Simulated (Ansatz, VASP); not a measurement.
**Ca in VASP and in Ansatz**

```
CELL_PARAMETERS angstrom
0.00000 2.78441 2.78441
2.78441 0.00000 2.78441
2.78441 2.78441 0.00000
ATOMIC_POSITIONS crystal
Ca 0.00000 0.00000 0.00000
```

Alike in both runs: task relaxation of cell and atoms; functional r2SCAN; k mesh 16 × 16 × 16; occupations fermi-dirac, width 0.15 eV; no spin polarisation.

|  | VASP | Ansatz |
| --- | --- | --- |
| version | VASP 6.6.1 | Ansatz 0.2.0 |
| potentials or method | VASP PAW PBE potentials, release 64 (Ca_sv), cutoff 600 eV | scalar-relativistic, plane waves, PAW |
| valence electrons in the cell | 10 | 10 |

|  | VASP | Ansatz | Ansatz less VASP |
| --- | --- | --- | --- |
| gap on the k mesh at the Fermi level, each at its own relaxed structure (eV) | none | none | - |
| relaxed volume (Å³/atom) | 43.38 | 43.19 | -0.195 |
| relaxed length of the cell vector where the two differ most in proportion (Å) | 3.944 | 3.938 | -0.0059 |

VASP's potentials were made for PBE, not for r2SCAN. A gap of «none» marks a metal or a gap that the smearing closes.
